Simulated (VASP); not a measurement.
# Pt in VASP: further runs

Runs on Pt. Level: PBEsol. Tasks: single point.

Program: VASP 6.6.1. These are calculated values, not measurements. Logs are shortened: lines on timing, memory, paths and dates and some standing lists are left out, and cuts for length are marked.

## (1) The cell of the first run

Symmetry: Im-3m, No. 229, cubic system. Conventional cell: a = 3.121 Å, b = 3.121 Å, c = 3.121 Å, α = 90.00°, β = 90.00°, γ = 90.00°. Within 3.6 Å of Pt (site symmetry m-3m) lie 14 Pt at 2.70 to 3.12 Å.

This isn't the form of Pt at room conditions, which is fcc.

## (2) Single point, PBEsol

INCAR reads:

```
SYSTEM = Pt
PREC     = Accurate       ! precision mode
ENCUT    = 520            ! plane-wave cutoff, eV
EDIFF    = 1E-7           ! SCF threshold, eV
ISMEAR   = 0              ! smearing method
SIGMA    = 0.15           ! smearing width, eV
LREAL    = .False.        ! projectors in reciprocal space
LASPH    = .True.         ! aspherical terms in the spheres
NELM     = 60             ! most SCF steps
ALGO     = Normal         ! electronic algorithm
ISIF     = 2              ! what is computed and relaxed
LWAVE    = .False.        ! write WAVECAR
LCHARG   = .False.        ! write CHGCAR
GGA      = PS             ! functional
NBANDS   = 11             ! bands
```

KPOINTS reads:

```
regular mesh
0
Gamma
  20 20 20
  0 0 0
```

POSCAR reads:

```
Pt
1.0
   -1.5604422864      1.5604422864      1.5604422864
    1.5604422864     -1.5604422864      1.5604422864
    1.5604422864      1.5604422864     -1.5604422864
Pt
1
Direct
    0.0000000000      0.0000000000      0.0000000000
```

Potentials or basis: VASP PAW PBE potentials, release 64 (Pt).

Launch:

```sh
cat potpaw_PBE.64/Pt/POTCAR > POTCAR
mpirun -np 1 vasp_std > vasp.out
```

OUTCAR:

```text
SYSTEM = Pt
   PREC = Accurate
   ENCUT = 520
   EDIFF = 1E-7
   ISMEAR = 0
   LREAL = .False.
   LASPH = .True.
   NELM = 60
   ISIF = 2
   GGA = PS

 ion  position               nearest neighbor table
   1  0.000  0.000  0.000-

  LATTYP: Found a body centered cubic cell.
 ALAT       =     3.1208845728

  Lattice vectors:

 A1 = (  -1.5604422864,   1.5604422864,   1.5604422864)
 A2 = (   1.5604422864,  -1.5604422864,   1.5604422864)
 A3 = (   1.5604422864,   1.5604422864,  -1.5604422864)

Analysis of symmetry for initial positions (statically):
=====================================================================
 Subroutine PRICEL returns:
 Original cell was already a primitive cell.

 Routine SETGRP: Setting up the symmetry group for a
 body centered cubic supercell.

 Subroutine GETGRP returns: Found 48 space group operations
 (whereof 48 operations were pure point group operations)
 out of a pool of 48 trial point group operations.

The static configuration has the point symmetry O_h .

Analysis of symmetry for dynamics (positions and initial velocities):
=====================================================================
 Subroutine PRICEL returns:
 Original cell was already a primitive cell.

 Routine SETGRP: Setting up the symmetry group for a
 body centered cubic supercell.

 Subroutine GETGRP returns: Found 48 space group operations
 (whereof 48 operations were pure point group operations)
 out of a pool of 48 trial point group operations.

The dynamic configuration has the point symmetry O_h .

 Subroutine INISYM returns: Found 48 space group operations
 (whereof 48 operations are pure point group operations),
 and found     1 'primitive' translations

----------------------------------------------------------------------------------------

                                     Primitive cell

  volume of cell :      15.1986

  direct lattice vectors                    reciprocal lattice vectors
    -1.560442286  1.560442286  1.560442286     0.000000000  0.320421975  0.320421975
     1.560442286 -1.560442286  1.560442286     0.320421975  0.000000000  0.320421975
     1.560442286  1.560442286 -1.560442286     0.320421975  0.320421975  0.000000000

  length of vectors
     2.702765322  2.702765322  2.702765322     0.453145103  0.453145103  0.453145103

  position of ions in fractional coordinates (direct lattice)
     0.000000000  0.000000000  0.000000000

  ion indices of the primitive-cell ions
   primitive index   ion index
                 1           1

----------------------------------------------------------------------------------------

 KPOINTS: regular mesh

Automatic generation of k-mesh.
 Grid dimensions read from file:
 generate k-points for:   20   20   20

 Generating k-lattice:

  Cartesian coordinates                     Fractional coordinates (reciprocal lattice)
     0.000000000  0.016021099  0.016021099     0.050000000  0.000000000  0.000000000
     0.016021099  0.000000000  0.016021099     0.000000000  0.050000000  0.000000000
     0.016021099  0.016021099  0.000000000     0.000000000  0.000000000  0.050000000

  Length of vectors
     0.022657255  0.022657255  0.022657255

  Shift w.r.t. Gamma in fractional coordinates (k-lattice)
     0.000000000  0.000000000  0.000000000

 Subroutine IBZKPT returns following result:
 ===========================================

 Found    256 irreducible k-points:

 Following reciprocal coordinates:
            Coordinates               Weight
  0.000000  0.000000  0.000000      1.000000
  0.050000  0.000000  0.000000     12.000000
  0.100000  0.000000  0.000000     12.000000
  0.150000  0.000000  0.000000     12.000000
  0.200000  0.000000  0.000000     12.000000
  0.250000  0.000000  0.000000     12.000000
[... 16 lines left out ...]
  0.200000  0.100000  0.000000     48.000000
  0.250000  0.100000  0.000000     48.000000
 [... further k-points ...]
   k-points           NKPTS =    256   k-points in BZ     NKDIM =    256   number of bands    NBANDS=     11
   number of dos      NEDOS =    301   number of ions     NIONS =      1
   total plane-waves  NPLWV =   8000
   dimension x,y,z NGX =    20 NGY =   20 NGZ =   20
   dimension x,y,z NGXF=    40 NGYF=   40 NGZF=   40
   ions per type =               1
   NGX,Y,Z   is equivalent  to a cutoff of  12.30, 12.30, 12.30 a.u.
   NGXF,Y,Z  is equivalent  to a cutoff of  24.60, 24.60, 24.60 a.u.
 SYSTEM =  Pt
   PREC   = accura    normal or accurate (medium, high low for compatibility)
   ISTART =      0    job   : 0-new  1-cont  2-samecut
   ICHARG =      2    charge: 1-file 2-atom 10-const
   ISPIN  =      1    spin polarized calculation?
   LNONCOLLINEAR =      F non collinear calculations
   LSORBIT =      F    spin-orbit coupling
   LASPH  =      T    aspherical Exc in radial PAW
   ENCUT  =  520.0 eV  38.22 Ry    6.18 a.u.   5.03  5.03  5.03*2*pi/ulx,y,z
   NELM   =     60;   NELMIN=  2; NELMDL= -5     # of ELM steps
   EDIFF  = 0.1E-06   stopping-criterion for ELM
   LREAL  =      F    real-space projection
   EDIFFG = 0.1E-05   stopping-criterion for IOM
   NSW    =      0    number of steps for IOM
   IBRION =     -1    ionic relax: 0-MD 1-quasi-New 2-CG
   NFREE  =      0    steps in history (QN), initial steepest desc. (CG)
   ISIF   =      2    stress and relaxation
   ISYM   =      2    0-nonsym 1-usesym 2-fastsym
   POTIM  = 0.5000    time-step for ionic-motion
   TEBEG  =    0.0;   TEEND  =   0.0 temperature during run
   PSTRESS=    0.0 pullay stress
   NELECT =      10.0000    total number of electrons
   NUPDOWN=      -1.0000    fix difference up-down
   EMIN   =  10.00;   EMAX   =-10.00  energy-range for DOS
   EFERMI =   0.00;   METHOD = LEGACY
   ISMEAR =     0;   SIGMA  =   0.15  broadening in eV -4-tet -1-fermi 0-gaus
   EFERMI_NEDOS =   21; number of points for ismear=-14 and -15
   IALGO  =     38    algorithm
   IMIX   =      4    mixing-type and parameters
     AMIX     =   0.40;   BMIX     =  1.00
     AMIX_MAG =   1.60;   BMIX_MAG =  1.00
  volume/ion in A,a.u.               =      15.20       102.57
  Fermi-wavevector in a.u.,A,eV,Ry     =   1.423881  2.690746 27.584968  2.027438
  Thomas-Fermi vector in A             =   2.544432
   LORBIT       =      0    0 simple, 1 ext, 2 COOP (PROOUT), +10 PAW based schemes
   GGA     = PS    functional components
   LHFCALC =     F    Hartree Fock is set to
   AEXX    =    0.0000 exact exchange contribution
   IVDW    =     0    specifies the selected vdW correction
   LEPSILON=     F    determine dielectric tensor
   LRPA    =     F    only Hartree local field effects (RPA)
 non-spin polarized calculation
 Gauss-broadening in eV      SIGMA  =   0.15
  energy-cutoff  :      520.00
  volume of cell :       15.20
 maximum number of plane-waves:       420
   NGX =  9   NGY =  9   NGZ =  9

 number of electron      10.0000000 magnetization

 number of electron       9.9999997 magnetization

 Free energy of the ion-electron system (eV)
  ---------------------------------------------------
  ext. energy  EPLUGINS =         0.00000000
  ---------------------------------------------------
  free energy    TOTEN  =        -6.86082825 eV

  energy without entropy =       -6.85220732  energy(sigma->0) =       -6.85651779

 E-fermi :  10.6992     XC(G=0): -13.5751

 val. band max:       10.6974669518   @ k =  -0.3500   0.5000   0.2000
 cond. band min:      10.7061269220   @ k =  -0.4000   0.4000   0.3500
 fundamental gap:      0.0086599702
 Fermi energy:        10.6992371540

 k-point     1 :       0.0000    0.0000    0.0000
  band No.  band energies     occupation
      1       0.7511      2.00000
      2       7.0218      2.00000
      3       7.0218      2.00000
      4       7.0218      2.00000
      5       9.6810      2.00000
      6       9.6810      2.00000
      7      27.7948      0.00000
      8      27.7948      0.00000
      9      27.7948      0.00000
     10      38.2950      0.00000
     11      38.2950      0.00000

 k-point     2 :       0.0500    0.0000    0.0000
  band No.  band energies     occupation
      1       0.8573      2.00000
      2       6.9785      2.00000
      3       7.0215      2.00000
      4       7.1082      2.00000
      5       9.6230      2.00000
      6       9.6837      2.00000
      7      27.8506      0.00000
      8      27.9002      0.00000
      9      27.9535      0.00000
     10      36.6525      0.00000
     11      37.2437      0.00000

 k-point     3 :       0.1000    0.0000    0.0000
  band No.  band energies     occupation
      1       1.1685      2.00000
      2       6.8551      2.00000
      3       7.0153      2.00000
      4       7.3644      2.00000
      5       9.4777      2.00000
      6       9.6932      2.00000
      7      27.9636      0.00000
      8      28.1142      0.00000
      9      28.4203      0.00000
     10      35.0431      0.00000
     11      35.5828      0.00000

 k-point     4 :       0.1500    0.0000    0.0000
  band No.  band energies     occupation
      1       1.6603      2.00000
      2       6.6689      2.00000
      3       6.9938      2.00000
      4       7.7810      2.00000
      5       9.3176      2.00000
      6       9.7126      2.00000
      7      27.9532      0.00000
      8      28.0740      0.00000
      9      29.1692      0.00000
     10      33.9693      0.00000
     11      34.1185      0.00000

 k-point     5 :       0.2000    0.0000    0.0000
  band No.  band energies     occupation
      1       2.2798      2.00000
      2       6.4439      2.00000
      3       6.9743      2.00000
      4       8.3406      2.00000
      5       9.2193      2.00000
      6       9.7454      2.00000
      7      27.2231      0.00000
      8      27.5790      0.00000
      9      30.1598      0.00000
     10      33.4987      0.00000
     11      33.7001      0.00000
[... 211 lines left out ...]
 k-point    21 :       0.1000    0.1000    0.0000
  band No.  band energies     occupation
      1       1.9469      2.00000
      2       6.6721      2.00000
      3       6.8038      2.00000
      4       8.1027      2.00000
      5       9.1936      2.00000
      6       9.7761      2.00000
      7      27.9175      0.00000
      8      28.2780      0.00000
      9      29.0418      0.00000
     10      32.6339      0.00000
     11      34.2841      0.00000

 k-point    22 :       0.1500    0.1000    0.0000
  band No.  band energies     occupation
      1       2.5550      2.00000
      2       6.4832      2.00000
      3       6.7129      2.00000
      4       8.7112      2.00000
      5       9.0857      2.00000
      6       9.8448      2.00000
      7      27.2225      0.00000
      8      27.5686      0.00000
      9      29.7124      0.00000
     10      31.5469      0.00000
     11      33.9719      0.00000

 k-point    23 :       0.2000    0.1000    0.0000
  band No.  band energies     occupation
      1       3.1998      2.00000
      2       6.2552      2.00000
      3       6.7232      2.00000
      4       9.0673      2.00000
      5       9.4477      2.00000
      6       9.9212      2.00000
      7      25.4843      0.00000
      8      26.8516      0.00000
      9      30.1660      0.00000
     10      30.8640      0.00000
     11      34.6707      0.00000

 k-point    24 :       0.2500    0.1000    0.0000
  band No.  band energies     occupation
      1       3.7218      2.00000
      2       6.0342      2.00000
      3       6.9620      2.00000
      4       9.1550      2.00000
      5       9.9460      2.00000
      6      10.3194      1.99966
      7      23.4431      0.00000
      8      25.9968      0.00000
      9      29.1493      0.00000
     10      31.8482      0.00000
     11      35.6423      0.00000

 [... further k-points ...]

------------------------ aborting loop because EDIFF is reached ----------------------------------------

  FORCE on cell =-STRESS in cart. coord.  units (eV):
  Direction    XX          YY          ZZ          XY          YZ          ZX
  --------------------------------------------------------------------------------------
  -------------------------------------------------------------------------------------
  Total       -0.0314537     -0.0314537     -0.0314537     -0.0000000      0.0000000      0.0000000
  in kB       -3.3157252     -3.3157252     -3.3157252     -0.0000000      0.0000000      0.0000000
  external PRESSURE =      -3.3157252 kB  Pullay stress =       0.0000000 kB

 VOLUME and BASIS-vectors are now :
 -----------------------------------------------------------------------------
  energy-cutoff  :      520.00
  volume of cell :       15.20
      direct lattice vectors                 reciprocal lattice vectors
    -1.560442286  1.560442286  1.560442286     0.000000000  0.320421975  0.320421975
     1.560442286 -1.560442286  1.560442286     0.320421975  0.000000000  0.320421975
     1.560442286  1.560442286 -1.560442286     0.320421975  0.320421975  0.000000000

 POSITION                                       TOTAL-FORCE (eV/Angst)
 -----------------------------------------------------------------------------------
      0.00000      0.00000      0.00000         0.000000      0.000000      0.000000
 -----------------------------------------------------------------------------------
    total drift:                                0.000000      0.000000      0.000000

  FREE ENERGIE OF THE ION-ELECTRON SYSTEM (eV)
  ---------------------------------------------------
  free  energy   TOTEN  =        -6.8608282542 eV

  energy  without entropy=       -6.8522073225  energy(sigma->0) =       -6.85651779
```

Wall time 23 s (1 thread of Intel Xeon Platinum 8375C at 2.90GHz (Ice Lake), shared host); peak memory 0.16 GiB.

Results:

```
Free energy            : -6.8608 eV
Pressure               : -0.3 GPa
Band gap on the k mesh : zero (bands 5 and 6 overlap by 2.27 eV)
```

Caveat: the PAW data sets were made with another functional, which shifts forces and pressure a little; spin-orbit coupling is left out, which moves the levels of the heavy elements.

(Part 1 of 2 ends here.)
